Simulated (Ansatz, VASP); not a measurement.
# BeTe: VASP beside Ansatz

POSCAR

```
BeTe
1.0
    4.0308527370      0.0000000000      0.0000000000
   -2.0154263685      3.4908208692      0.0000000000
    0.0000000000      0.0000000000      8.3834801113
Be Te
2 2
Direct
    0.3333333333      0.6666666667      0.2500000000
    0.6666666667      0.3333333333      0.7500000000
    0.6666666667      0.3333333333      0.2500000000
    0.3333333333      0.6666666667      0.7500000000
```

File INCAR.step1:

```
PREC     = Accurate       # precision mode
ENCUT    = 520            # plane-wave cutoff, eV
EDIFF    = 1E-5           # SCF threshold, eV
ISMEAR   = 0              # smearing method
SIGMA    = 0.01           # smearing width, eV
LREAL    = False          # projectors in reciprocal space
LASPH    = True           # aspherical terms in the spheres
NELM     = 100            # most SCF steps
ALGO     = Normal         # electronic algorithm
ISIF     = 2              # what is computed and relaxed
LWAVE    = True           # write WAVECAR
LCHARG   = False          # write CHGCAR
GGA      = PE             # functional
NBANDS   = 16             # bands
```

Contents of INCAR.step2:

```
PREC     = Accurate       # precision mode
ENCUT    = 520            # plane-wave cutoff, eV
EDIFF    = 1E-7           # SCF threshold, eV
ISMEAR   = 0              # smearing method
SIGMA    = 0.01           # smearing width, eV
LREAL    = False          # projectors in reciprocal space
LASPH    = True           # aspherical terms in the spheres
NELM     = 100            # most SCF steps
ALGO     = Normal         # electronic algorithm
ISIF     = 2              # what is computed and relaxed
LWAVE    = False          # write WAVECAR
LCHARG   = False          # write CHGCAR
GGA      = PE             # functional
LHFCALC  = True           # exact exchange
HFSCREEN = 0.2079         # screening, 1/A
PRECFOCK = Normal       
ISTART   = 1            
NBANDS   = 16             # bands
```

The input KPOINTS:

```
Automatic mesh
0
Gamma
  6 6 2
```

Input for Ansatz:

```yaml
crystal:
  lattice:
    - [4.030852737, 0.0, 0.0]
    - [-2.0154263685, 3.4908208692, 0.0]
    - [0.0, 0.0, 8.3834801113]
  atoms:
    - { symbol: Be, position: [0.3333333333, 0.6666666667, 0.25] }
    - { symbol: Be, position: [0.6666666667, 0.3333333333, 0.75] }
    - { symbol: Te, position: [0.6666666667, 0.3333333333, 0.25] }
    - { symbol: Te, position: [0.3333333333, 0.6666666667, 0.75] }
kpoints:
  mp_grid: { grid: [6, 6, 2] }
  band_path:
    path:
      - [0.0, 0.0, 0.0]
      - [0.5, 0.0, 0.0]
      - [0.3333333333, 0.3333333333, 0.0]
      - [0.0, 0.0, 0.5]
      - [0.5, 0.0, 0.5]
      - [0.3333333333, 0.3333333333, 0.5]
      - [0.0, -0.5, 0.25]
      - [0.244792, 0.244792, 0.0]
      - [0.0, -0.5, 0.286458]
    npoints: 1
hamiltonian:
  xc: hse06
scf:
  occupations: { method: fixed }
  n_extra_bands: 5
output:
  forces: true
  stress: true
  eigenvalues: true
  write_density: true
  write_potential: true
  elf: true
  volumetric_format: npy
```

Change from the starting cell: uniaxial_z strain +2.9%.

Alike in both runs: task single point; functional HSE06; k mesh 6 × 6 × 2; no spin polarisation.

```csv
,VASP,Ansatz
version,VASP 6.6.1,Ansatz 0.2.0
potentials or method,"VASP PAW PBE potentials, release 64 (Be, Te)","plane waves, PAW"
plane-wave cutoff (eV),520,420
occupations,"gaussian, width 0.01 eV",fixed
valence electrons in the cell,16,36
```

```csv
,VASP,Ansatz,Ansatz less VASP
gap on the k mesh at the Fermi level (eV),3.60,3.58,-0.015
pressure (GPa),-0.5,-0.5,+0.05
"traceless stress, the component that is largest in VASP (GPa)",0.47,0.44,-0.038
```

VASP's potentials hold 16 valence electrons a cell and Ansatz's 36, so a difference there can come from the potentials and not from the codes. Ansatz's warnings: stress exchange threshold loose, stress scf threshold loose.

Spin-orbit coupling is off throughout.
